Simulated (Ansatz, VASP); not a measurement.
## Two plane-wave programs on SrTiO3

INCAR

```
PREC     = Accurate       # precision mode
ENCUT    = 520            # plane-wave cutoff, eV
EDIFF    = 1E-6           # SCF threshold, eV
ISMEAR   = 0              # smearing method
SIGMA    = 0.05           # smearing width, eV
LREAL    = False          # projectors in reciprocal space
LASPH    = True           # aspherical terms in the spheres
NELM     = 60             # most SCF steps
ALGO     = Normal         # electronic algorithm
ISIF     = 2              # what is computed and relaxed
LWAVE    = False          # write WAVECAR
LCHARG   = False          # write CHGCAR
GGA      = PS             # functional
NBANDS   = 28             # bands
```

KPOINTS

```
regular mesh
0
Gamma
  8 8 8
```

Contents of POSCAR:

```
SrTiO3
1.0
    3.8911201355      0.0000000000      0.0000000000
    0.0000000000      3.8911201355      0.0000000000
    0.0000000000      0.0000000000      3.8911201355
Sr Ti O
1 1 3
Direct
    0.0000000000      0.0000000000      0.0000000000
    0.5770986219      0.5000000000      0.5000000000
    0.0000000000      0.5000000000      0.5000000000
    0.5000000000      0.0000000000      0.5000000000
    0.5000000000      0.5000000000      0.0000000000
```

Input for Ansatz:

```yaml
crystal:
  lattice:
    - [3.8911201355, 0.0, 0.0]
    - [0.0, 3.8911201355, 0.0]
    - [0.0, 0.0, 3.8911201355]
  atoms:
    - { symbol: Sr, position: [0.0, 0.0, 0.0] }
    - { symbol: Ti, position: [0.5770986219, 0.5, 0.5] }
    - { symbol: O, position: [0.0, 0.5, 0.5] }
    - { symbol: O, position: [0.5, 0.0, 0.5] }
    - { symbol: O, position: [0.5, 0.5, 0.0] }
basis:
  ecutwfc: 420
kpoints:
  mp_grid: { grid: [8, 8, 8] }
hamiltonian:
  xc: pbesol
scf:
  occupations: { method: gaussian, width: 0.05 }
output:
  forces: true
  stress: true
  eigenvalues: true
```

Alike in both runs: task single point; functional PBEsol; k mesh 8 × 8 × 8; occupations gaussian, width 0.05 eV; no spin polarisation.

|  | VASP | Ansatz |
| --- | --- | --- |
| version | VASP 6.6.1 | Ansatz 0.2.0 |
| potentials or method | VASP PAW PBE potentials, release 64 (Sr_sv, Ti_sv, O), cutoff 520 eV | scalar-relativistic, plane waves, PAW |
| valence electrons in the cell | 40 | 40 |

|  | VASP | Ansatz | Ansatz less VASP |
| --- | --- | --- | --- |
| gap on the k mesh at the Fermi level (eV) | 1.89 | 1.93 | +0.036 |
| least direct gap on the mesh (eV) | 2.62 | 2.65 | +0.030 |
| pressure (GPa) | 8.0 | 7.1 | -0.83 |
| traceless stress, the component that is largest in VASP (GPa) | 12.58 | 12.09 | -0.495 |
| rms of the force components (eV/Å) | 1.810 | 1.725 | -0.0849 |

VASP's potentials were made for PBE, not for PBEsol. Atom by atom the forces differ by 0.087 eV/Å (rms over components).
